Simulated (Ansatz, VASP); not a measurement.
**Two plane-wave programs on MoS2**

File INCAR:

```
PREC     = Accurate       # precision mode
ENCUT    = 520            # plane-wave cutoff, eV
EDIFF    = 1E-6           # SCF threshold, eV
ISMEAR   = 0              # smearing method
SIGMA    = 0.05           # smearing width, eV
LREAL    = False          # projectors in reciprocal space
LASPH    = True           # aspherical terms in the spheres
NELM     = 100            # most SCF steps
ALGO     = Normal         # electronic algorithm
ISIF     = 2              # what is computed and relaxed
LWAVE    = False          # write WAVECAR
LCHARG   = True           # write CHGCAR
GGA      = PE             # functional
IVDW     = 12             # dispersion correction
LELF     = True           # ELF
LVHAR    = True         
NBANDS   = 35             # bands
```

The input KPOINTS:

```
regular mesh
0
Gamma
  12 12 4
```

POSCAR

```
MoS2
1.0
    3.0864000000      0.0000000000      0.0000000000
   -1.5432000000      2.6729008062      0.0000000000
    0.0000000000      0.0000000000     11.8781000000
Mo S
2 4
Direct
    0.6666666667      0.3333333333      0.2501439769
    0.3333333333      0.6666666667      0.7498560231
    0.3333333333      0.6666666667      0.3795985159
    0.6666666667      0.3333333333      0.8793132861
    0.3333333333      0.6666666667      0.1206867139
    0.6666666667      0.3333333333      0.6204014841
```

Input for Ansatz:

```yaml
crystal:
  lattice:
    - [3.0864, 0.0, 0.0]
    - [-1.5432, 2.6729008062, 0.0]
    - [0.0, 0.0, 11.8781]
  atoms:
    - { symbol: Mo, position: [0.6666666667, 0.3333333333, 0.2501439769] }
    - { symbol: Mo, position: [0.3333333333, 0.6666666667, 0.7498560231] }
    - { symbol: S, position: [0.3333333333, 0.6666666667, 0.3795985159] }
    - { symbol: S, position: [0.6666666667, 0.3333333333, 0.8793132861] }
    - { symbol: S, position: [0.3333333333, 0.6666666667, 0.1206867139] }
    - { symbol: S, position: [0.6666666667, 0.3333333333, 0.6204014841] }
basis:
  ecutwfc: 420
kpoints:
  mp_grid: { grid: [12, 12, 4] }
hamiltonian:
  xc: pbe
  pseudopotentials: { kind: paw, azcp: { folder: soft_1 } }
  dispersion: d3bj
scf:
  occupations: { method: gaussian, width: 0.05 }
output:
  forces: true
  stress: true
  eigenvalues: true
```

Alike in both runs: task single point; functional PBE; dispersion D3(BJ); k mesh 12 × 12 × 4; occupations gaussian, width 0.05 eV; no spin polarisation.

|  | VASP | Ansatz |
| --- | --- | --- |
| version | VASP 6.6.1 | Ansatz 0.2.0 |
| potentials or method | VASP PAW PBE potentials, release 64 (Mo_sv, S), cutoff 520 eV | scalar-relativistic, plane waves, PAW |
| valence electrons in the cell | 52 | 52 |

|  | VASP | Ansatz | Ansatz less VASP |
| --- | --- | --- | --- |
| gap on the k mesh at the Fermi level (eV) | 0.75 | 0.73 | -0.017 |
| least direct gap on the mesh (eV) | 1.85 | 1.85 | -0.005 |
| pressure (GPa) | 10.1 | 10.3 | +0.19 |
| traceless stress, the component that is largest in VASP (GPa) | 0.46 | 0.52 | +0.062 |
| rms of the force components (eV/Å) | 0.462 | 0.472 | +0.0097 |

Atom by atom the forces differ by 0.010 eV/Å (rms over components).
